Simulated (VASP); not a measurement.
Crystal: RbBr.

```xyz
2
Lattice="0.0000 3.2674 3.5137 3.2674 0.0000 3.5137 3.2674 3.2674 0.0000" Properties=species:S:1:pos:R:3 pbc="T T T"
Rb    0.0000    0.0000    0.0000
Br    3.2674    3.2674    3.5137
```

This cell differs from its parent crystal: epitaxial xy strain -5.6%.

Program: VASP 6.6.1. Alike in all runs: task single point; potentials or basis VASP PAW PBE potentials, release 64 (Rb_sv, Br); no spin polarisation; cell as given; cutoff (eV) 520. Hardware: 1 thread of Oxide Virtual Turin-like Processor, on a shared host.

Question: Order these runs on this cell by their wall time, lowest first.
A. level PBE; k mesh 6 × 6 × 6; smearing fermi-dirac 0.02 eV
B. level HSE06; k mesh 4 × 4 × 4; smearing gaussian 0.01 eV; grid for exact exchange (PRECFOCK) Normal; screening parameter 0.2079 1/Å
C. level r2SCAN; k mesh 6 × 6 × 6; smearing gaussian 0.01 eV

Answer: A (24 s), C (94 s), B (960 s).
